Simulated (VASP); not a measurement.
# PbO2 (P4_2/mnm) in VASP: a series of runs

Runs on PbO2. Level: PBE. Tasks: single point.

All numbers are computed with VASP 6.6.1; they aren't measurements. Logs are shortened: lines on timing, memory, paths and dates and some standing lists are left out, and cuts for length are marked.

## Step 1: The cell of the first run

The structure is tetragonal, space group P4_2/mnm (No. 136). Conventional cell: a = 4.979 Å, b = 4.979 Å, c = 3.371 Å, α = 90.00°, β = 90.00°, γ = 90.00°. Within 2.9 Å of Pb (site symmetry mmm) lie 6 O at 2.16 to 2.17 Å. O (site symmetry m2m) has 3 Pb at 2.16 to 2.17 Å and 1 O at 2.70 Å within 2.9 Å.

## Step 2: Single point, PBE (13.92 Å³/atom)

Contents of INCAR:

```
SYSTEM = PbO2
  PREC = Accurate
  ENCUT = 520
  EDIFF = 1E-7
  ISMEAR = -1
  SIGMA = 0.02
  LREAL = .False.
  LASPH = .True.
  NELM = 100
  ALGO = Normal
  ISIF = 2
  LWAVE = .False.
  LCHARG = .False.
  GGA = PE
  NBANDS = 35
```

Contents of KPOINTS:

```
regular mesh
0
Gamma
  4 4 6
  0 0 0
```

Contents of POSCAR:

```
PbO2
1.0
    4.9786870253      0.0000000000      0.0000000000
    0.0000000000      4.9786870253      0.0000000000
    0.0000000000      0.0000000000      3.3706494895
Pb O
2 4
Direct
    0.0000000000      0.0000000000      0.0000000000
    0.5000000000      0.5000000000      0.5000000000
    0.3079664343      0.3079664343      0.0000000000
    0.1920335657      0.8079664343      0.5000000000
    0.8079664343      0.1920335657      0.5000000000
    0.6920335657      0.6920335657      0.0000000000
```

Potentials or basis: VASP PAW PBE potentials, release 64 (Pb_d, O).

Run with:

```bash
> cat potpaw_PBE.64/Pb_d/POTCAR potpaw_PBE.64/O/POTCAR > POTCAR
> mpirun -np 1 vasp_std > vasp.out
```

OUTCAR:

```text
SYSTEM = PbO2
   PREC = Accurate
   ENCUT = 520
   EDIFF = 1E-7
   ISMEAR = -1
   LREAL = .False.
   LASPH = .True.
   NELM = 100
   ISIF = 2
   GGA = PE

 ion  position               nearest neighbor table
   1  0.000  0.000  0.000-   4 2.16   5 2.16   4 2.16   5 2.16   3 2.17   6 2.17   2 3.90   2 3.90
                             2 3.90   2 3.90   2 3.90   2 3.90   2 3.90   2 3.90
   2  0.500  0.500  0.500-   3 2.16   6 2.16   3 2.16   6 2.16   5 2.17   4 2.17   1 3.90   1 3.90
                             1 3.90   1 3.90   1 3.90   1 3.90   1 3.90   1 3.90
   3  0.308  0.308  0.000-   2 2.16   2 2.16   1 2.17
   4  0.192  0.808  0.500-   1 2.16   1 2.16   2 2.17
   5  0.808  0.192  0.500-   1 2.16   1 2.16   2 2.17
   6  0.692  0.692  0.000-   2 2.16   2 2.16   1 2.17

  LATTYP: Found a simple tetragonal cell.
 ALAT       =     4.9786870253
 C/A-ratio  =     0.6770157418

  Lattice vectors:

 A1 = (   4.9786870253,   0.0000000000,   0.0000000000)
 A2 = (   0.0000000000,   4.9786870253,   0.0000000000)
 A3 = (   0.0000000000,   0.0000000000,   3.3706494895)

Analysis of symmetry for initial positions (statically):
=====================================================================
 Subroutine PRICEL returns:
 Original cell was already a primitive cell.

 Routine SETGRP: Setting up the symmetry group for a
 simple tetragonal supercell.

 Subroutine GETGRP returns: Found 16 space group operations
 (whereof  8 operations were pure point group operations)
 out of a pool of 16 trial point group operations.

The static configuration has the point symmetry D_2h.
 The point group associated with its full space group is D_4h.

Analysis of symmetry for dynamics (positions and initial velocities):
=====================================================================
 Subroutine PRICEL returns:
 Original cell was already a primitive cell.

 Routine SETGRP: Setting up the symmetry group for a
 simple tetragonal supercell.

 Subroutine GETGRP returns: Found 16 space group operations
 (whereof  8 operations were pure point group operations)
 out of a pool of 16 trial point group operations.

The dynamic configuration has the point symmetry D_2h.
 The point group associated with its full space group is D_4h.

 Subroutine INISYM returns: Found 16 space group operations
 (whereof  8 operations are pure point group operations),
 and found     1 'primitive' translations

----------------------------------------------------------------------------------------

                                     Primitive cell

  volume of cell :      83.5494

  direct lattice vectors                    reciprocal lattice vectors
     4.978687025  0.000000000  0.000000000     0.200856168  0.000000000  0.000000000
     0.000000000  4.978687025  0.000000000     0.000000000  0.200856168  0.000000000
     0.000000000  0.000000000  3.370649489     0.000000000  0.000000000  0.296678727

  length of vectors
     4.978687025  4.978687025  3.370649489     0.200856168  0.200856168  0.296678727

  position of ions in fractional coordinates (direct lattice)
     0.000000000  0.000000000  0.000000000
     0.500000000  0.500000000  0.500000000
     0.307966434  0.307966434  0.000000000
     0.192033566  0.807966434  0.500000000
     0.807966434  0.192033566  0.500000000
     0.692033566  0.692033566  0.000000000

  ion indices of the primitive-cell ions
   primitive index   ion index
                 1           1
                 2           2
                 3           3
                 4           4
                 5           5
                 6           6

----------------------------------------------------------------------------------------

 KPOINTS: regular mesh

Automatic generation of k-mesh.
 Grid dimensions read from file:
 generate k-points for:    4    4    6

 Generating k-lattice:

  Cartesian coordinates                     Fractional coordinates (reciprocal lattice)
     0.050214042  0.000000000  0.000000000     0.250000000  0.000000000  0.000000000
     0.000000000  0.050214042  0.000000000     0.000000000  0.250000000  0.000000000
     0.000000000  0.000000000  0.049446455     0.000000000  0.000000000  0.166666667

  Length of vectors
     0.050214042  0.050214042  0.049446455

  Shift w.r.t. Gamma in fractional coordinates (k-lattice)
     0.000000000  0.000000000  0.000000000

 Subroutine IBZKPT returns following result:
 ===========================================

 Found     24 irreducible k-points:

 Following reciprocal coordinates:
            Coordinates               Weight
  0.000000  0.000000  0.000000      1.000000
  0.250000  0.000000  0.000000      4.000000
  0.500000  0.000000  0.000000      2.000000
  0.250000  0.250000  0.000000      4.000000
  0.500000  0.250000  0.000000      4.000000
  0.500000  0.500000  0.000000      1.000000
[... 16 lines left out ...]
  0.500000  0.250000  0.500000      4.000000
  0.500000  0.500000  0.500000      1.000000
   k-points           NKPTS =     24   k-points in BZ     NKDIM =     24   number of bands    NBANDS=     35
   number of dos      NEDOS =    301   number of ions     NIONS =      6
   total plane-waves  NPLWV =  44800
   dimension x,y,z NGX =    40 NGY =   40 NGZ =   28
   dimension x,y,z NGXF=    80 NGYF=   80 NGZF=   56
   ions per type =               2   4
   NGX,Y,Z   is equivalent  to a cutoff of  13.36, 13.36, 13.81 a.u.
   NGXF,Y,Z  is equivalent  to a cutoff of  26.71, 26.71, 27.62 a.u.
 SYSTEM =  PbO2
   PREC   = accura    normal or accurate (medium, high low for compatibility)
   ISTART =      0    job   : 0-new  1-cont  2-samecut
   ICHARG =      2    charge: 1-file 2-atom 10-const
   ISPIN  =      1    spin polarized calculation?
   LNONCOLLINEAR =      F non collinear calculations
   LSORBIT =      F    spin-orbit coupling
   LASPH  =      T    aspherical Exc in radial PAW
   ENCUT  =  520.0 eV  38.22 Ry    6.18 a.u.   9.26  9.26  6.27*2*pi/ulx,y,z
   NELM   =    100;   NELMIN=  2; NELMDL= -5     # of ELM steps
   EDIFF  = 0.1E-06   stopping-criterion for ELM
   LREAL  =      F    real-space projection
   EDIFFG = 0.1E-05   stopping-criterion for IOM
   NSW    =      0    number of steps for IOM
   IBRION =     -1    ionic relax: 0-MD 1-quasi-New 2-CG
   NFREE  =      0    steps in history (QN), initial steepest desc. (CG)
   ISIF   =      2    stress and relaxation
   ISYM   =      2    0-nonsym 1-usesym 2-fastsym
   POTIM  = 0.5000    time-step for ionic-motion
   TEBEG  =    0.0;   TEEND  =   0.0 temperature during run
   PSTRESS=    0.0 pullay stress
   NELECT =      52.0000    total number of electrons
   NUPDOWN=      -1.0000    fix difference up-down
   EMIN   =  10.00;   EMAX   =-10.00  energy-range for DOS
   EFERMI =   0.00;   METHOD = LEGACY
   ISMEAR =    -1;   SIGMA  =   0.02  broadening in eV -4-tet -1-fermi 0-gaus
   EFERMI_NEDOS =   21; number of points for ismear=-14 and -15
   IALGO  =     38    algorithm
   IMIX   =      4    mixing-type and parameters
     AMIX     =   0.40;   BMIX     =  1.00
     AMIX_MAG =   1.60;   BMIX_MAG =  1.00
  volume/ion in A,a.u.               =      13.92        93.97
  Fermi-wavevector in a.u.,A,eV,Ry     =   1.397746  2.641357 26.581612  1.953693
  Thomas-Fermi vector in A             =   2.520972
   LORBIT       =      0    0 simple, 1 ext, 2 COOP (PROOUT), +10 PAW based schemes
   GGA     = PE    functional components
   LHFCALC =     F    Hartree Fock is set to
   AEXX    =    0.0000 exact exchange contribution
   IVDW    =     0    specifies the selected vdW correction
   LEPSILON=     F    determine dielectric tensor
   LRPA    =     F    only Hartree local field effects (RPA)
 non-spin polarized calculation
  energy-cutoff  :      520.00
  volume of cell :       83.55
 maximum number of plane-waves:      2268
 NGX is ok and might be reduce to    40
   NGX = 19   NGY = 19   NGZ = 13

 number of electron      52.0000012 magnetization

 Free energy of the ion-electron system (eV)
  ---------------------------------------------------
  ext. energy  EPLUGINS =         0.00000000
  ---------------------------------------------------
  free energy    TOTEN  =       -31.72100034 eV

  energy without entropy =      -31.72091417  energy(sigma->0) =      -31.72095726

 E-fermi :   4.3796     XC(G=0): -10.6942

 val. band max:        4.2799736484   @ k =   0.0000   0.0000   0.1667
 cond. band min:       4.4599559244   @ k =   0.0000   0.0000   0.0000
 fundamental gap:      0.1799822760
 Fermi energy:         4.3796423795

 k-point     1 :       0.0000    0.0000    0.0000
  band No.  band energies     occupation
      1     -13.9987      2.00000
      2     -13.8678      2.00000
      3     -12.1818      2.00000
      4     -12.1818      2.00000
      5     -11.1548      2.00000
      6     -10.9590      2.00000
[... 27 lines left out ...]
     34      15.5213      0.00000
     35      16.3040      0.00000

 k-point     2 :       0.2500    0.0000    0.0000
  band No.  band energies     occupation
      1     -13.8470      2.00000
      2     -13.7718      2.00000
      3     -12.6094      2.00000
      4     -12.4903      2.00000
      5     -10.9168      2.00000
      6     -10.9164      2.00000
[... 27 lines left out ...]
     34      16.2030      0.00000
     35      16.3336      0.00000

 k-point     3 :       0.5000    0.0000    0.0000
  band No.  band energies     occupation
      1     -13.6192      2.00000
      2     -13.6192      2.00000
      3     -12.9053      2.00000
      4     -12.9053      2.00000
      5     -10.9086      2.00000
      6     -10.9086      2.00000
[... 27 lines left out ...]
     34      16.3736      0.00000
     35      16.6126      0.00000
[... 723 lines left out ...]
 k-point    23 :       0.5000    0.2500    0.5000
  band No.  band energies     occupation
      1     -13.6546      2.00000
      2     -13.6546      2.00000
      3     -12.7811      2.00000
      4     -12.7811      2.00000
      5     -10.7617      2.00000
      6     -10.7617      2.00000
[... 27 lines left out ...]
     34      15.0417      0.00000
     35      17.1163      0.00000

 k-point    24 :       0.5000    0.5000    0.5000
  band No.  band energies     occupation
      1     -13.4906      2.00000
      2     -13.4906      2.00000
      3     -13.0758      2.00000
      4     -13.0758      2.00000
      5     -10.7332      2.00000
      6     -10.7332      2.00000
[... 27 lines left out ...]
     34      14.4391      0.00000
     35      17.7174      0.00000

------------------------ aborting loop because EDIFF is reached ----------------------------------------

  FORCE on cell =-STRESS in cart. coord.  units (eV):
  Direction    XX          YY          ZZ          XY          YZ          ZX
  --------------------------------------------------------------------------------------
  -------------------------------------------------------------------------------------
  Total        4.1869210      4.1869210      5.9620993      0.0000000      0.0000000      0.0000000
  in kB       80.2901186     80.2901186    114.3316685      0.0000000      0.0000000      0.0000000
  external PRESSURE =      91.6373019 kB  Pullay stress =       0.0000000 kB

 VOLUME and BASIS-vectors are now :
 -----------------------------------------------------------------------------
  energy-cutoff  :      520.00
  volume of cell :       83.55
      direct lattice vectors                 reciprocal lattice vectors
     4.978687025  0.000000000  0.000000000     0.200856168  0.000000000  0.000000000
     0.000000000  4.978687025  0.000000000     0.000000000  0.200856168  0.000000000
     0.000000000  0.000000000  3.370649489     0.000000000  0.000000000  0.296678727

 POSITION                                       TOTAL-FORCE (eV/Angst)
 -----------------------------------------------------------------------------------
      0.00000      0.00000      0.00000         0.000000     -0.000000     -0.000000
      2.48934      2.48934      1.68532         0.000000     -0.000000     -0.000000
      1.53327      1.53327      0.00000        -0.131190     -0.131190      0.000000
      0.95608      4.02261      1.68532         0.131190     -0.131190      0.000000
      4.02261      0.95608      1.68532        -0.131190      0.131190     -0.000000
      3.44542      3.44542      0.00000         0.131190      0.131190     -0.000000
 -----------------------------------------------------------------------------------
    total drift:                                0.000000     -0.000000      0.000000

  FREE ENERGIE OF THE ION-ELECTRON SYSTEM (eV)
  ---------------------------------------------------
  free  energy   TOTEN  =       -31.7210003426 eV

  energy  without entropy=      -31.7209141729  energy(sigma->0) =      -31.72095726
```

Wall time 36 s (1 thread of Intel Xeon 6975P-C (Granite Rapids), shared host); peak memory 0.22 GiB.

Results:

```
Free energy            : -31.7210 eV
Pressure               : 9.2 GPa
Largest force          : 0.186 eV/Å
Band gap on the k mesh : 0.18 eV (least direct gap 0.61 eV)
```

Forces in eV/Å, atoms in the order of the input:
```
Pb   0.000  0.000  0.000
Pb   0.000  0.000  0.000
O   -0.131 -0.131  0.000
O    0.131 -0.131  0.000
O   -0.131  0.131  0.000
O    0.131  0.131  0.000
```

Stress tensor (GPa, compression positive):
```
 8.03  0.00  0.00
 0.00  8.03  0.00
 0.00  0.00 11.43
```

Caveat: the cell stands under pressure; the structure was generated, so it needn't be the stable form of PbO2; spin-orbit coupling is left out, which moves the levels of the heavy elements. A k mesh can miss the band edges.

(Continued in part 2 of 3.)
